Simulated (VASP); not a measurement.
Set up this calculation in VASP 6.6.1, as the native input.

- Task: single point
- Functional: HSE06
- Potentials or basis: VASP PAW PBE potentials, release 64 (Ca_sv, Se)
- Cutoff: 520 eV
- k mesh: 6 × 6 × 6
- Occupations: gaussian, width 0.01 eV
- Spin: no spin polarisation
- Dipole correction: no
- Grid for exact exchange (PRECFOCK): Normal
- Further INCAR settings: ALGO = Normal; EDIFF = 1e-06; NBANDS = 15
- Share of exact exchange: 0.25
- Screening parameter: 0.2079 1/Å

The system is CaSe.

```xyz
2
Lattice="3.8296 0.0000 0.0000 0.0000 3.8296 0.0000 0.0000 0.0000 3.8296" Properties=species:S:1:pos:R:3 pbc="T T T"
Ca    0.0000    0.0000    0.0000
Se    1.9148    1.9148    1.9148
```

This cell differs from its parent crystal: strain +5.4%.

These files were run (other wordings do the same):

POSCAR

```
CaSe
1.0
    3.8296093905      0.0000000000      0.0000000000
    0.0000000000      3.8296093905      0.0000000000
    0.0000000000      0.0000000000      3.8296093905
Ca Se
1 1
Direct
    0.0000000000      0.0000000000      0.0000000000
    0.5000000000      0.5000000000      0.5000000000
```

INCAR.step1

```
PREC = Accurate ; ENCUT = 520
EDIFF = 1E-5 ; ISMEAR = 0
SIGMA = 0.01 ; LREAL = F
LASPH = T ; NELM = 100
ALGO = Normal ; ISIF = 2
LWAVE = T ; LCHARG = F
GGA = PE ; NBANDS = 15
```

INCAR.step2

```
PREC = Accurate ; ENCUT = 520
EDIFF = 1E-6 ; ISMEAR = 0
SIGMA = 0.01 ; LREAL = F
LASPH = T ; NELM = 100
ALGO = Normal ; ISIF = 2
LWAVE = F ; LCHARG = F
GGA = PE ; LHFCALC = T
HFSCREEN = 0.2079 ; PRECFOCK = Normal
ISTART = 1 ; NBANDS = 15
```

KPOINTS

```
regular mesh
0
Gamma
  6 6 6
```

Potentials or basis: VASP PAW PBE potentials, release 64 (Ca_sv, Se).

Launch:

```bash
$ cat potpaw_PBE.64/Ca_sv/POTCAR potpaw_PBE.64/Se/POTCAR > POTCAR
$ cp INCAR.step1 INCAR
$ mpirun -np 1 vasp_std > vasp.out
$ cp INCAR.step2 INCAR
$ mpirun -np 1 vasp_std > vasp.out
```

It gave:

```
Pressure               : -6.1 GPa
Band gap on the k mesh : 1.72 eV
```

Caveat: the cell differs from its parent crystal (strain +5.4%); the cell stands under tension; the PAW data sets were made with another functional, which shifts forces and pressure a little.

Wall time 18 min on 1 thread of Intel(R) Xeon(R) 6975P-C (Granite Rapids), with other jobs on the host, peak memory 0.29 GiB.
